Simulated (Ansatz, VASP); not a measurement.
Two plane-wave programs on SiC3

The input INCAR:

```
ALGO = Normal
EDIFF = 1E-6
EDIFFG = -0.04
ENCUT = 600
GGA = PE
IBRION = 2
ISIF = 3
ISMEAR = 0
LASPH = True
LCHARG = False
LREAL = False
LWAVE = False
NELM = 60
NSW = 90
PREC = Accurate
SIGMA = 0.1
```

File KPOINTS:

```
k-points
0
Gamma
  6 6 4
```

The input POSCAR:

```
SiC3
1.0
    2.7293313012      0.0000000000      0.0000000000
   -1.3646656506      2.3636702422      0.0000000000
    0.0000000000      0.0000000000      4.6984787648
Si C
1 3
Direct
    0.3333333333      0.6666666667      0.0000000000
    0.3333333333      0.6666666667      0.5000000000
    0.6666666667      0.3333333333      0.2771118078
    0.6666666667      0.3333333333      0.7228881922
```

Input for Ansatz:

```yaml
crystal:
  lattice:
    - [2.7293313012, 0.0, 0.0]
    - [-1.3646656506, 2.3636702422, 0.0]
    - [0.0, 0.0, 4.6984787648]
  atoms:
    - { symbol: Si, position: [0.3333333333, 0.6666666667, 0.0] }
    - { symbol: C, position: [0.3333333333, 0.6666666667, 0.5] }
    - { symbol: C, position: [0.6666666667, 0.3333333333, 0.2771118078] }
    - { symbol: C, position: [0.6666666667, 0.3333333333, 0.7228881922] }
basis:
  ecutwfc: 420
kpoints:
  mp_grid: { grid: [6, 6, 4] }
hamiltonian:
  xc: pbe
scf:
  occupations: { method: gaussian, width: 0.1 }
  lower_state_search: "off"
output:
  forces: true
  stress: true
  eigenvalues: true
relax:
  adjacent_minimum: "off"
  f_tol: 0.04
  max_steps: 70
  cell: { stress_tol: 0.4 }
```

Alike in both runs: task relaxation of cell and atoms; functional PBE; k mesh 6 × 6 × 4; occupations gaussian, width 0.1 eV; no spin polarisation.

|  | VASP | Ansatz |
| --- | --- | --- |
| version | VASP 6.6.1 | Ansatz 0.2.0 |
| potentials or method | VASP PAW PBE potentials, release 64 (Si, C), cutoff 600 eV | scalar-relativistic, plane waves, PAW |
| valence electrons in the cell | 16 | 16 |

Ansatz gave:

```
gap on the k mesh at the Fermi level, each at its own relaxed structure (eV) : none
relaxed volume (Å³/atom)                                                     : 7.57
relaxed cell length with the largest relative difference (Å)                 : 4.772
```

Problem. Which values does VASP return?

Solution. gap on the k mesh at the Fermi level, each at its own relaxed structure (eV): none; relaxed volume (Å³/atom): 7.57; relaxed cell length with the largest relative difference (Å): 4.775.

A gap of «none» marks a metal or a gap that the smearing closes.

The k mesh is coarse, so the values compare programs but aren't converged.
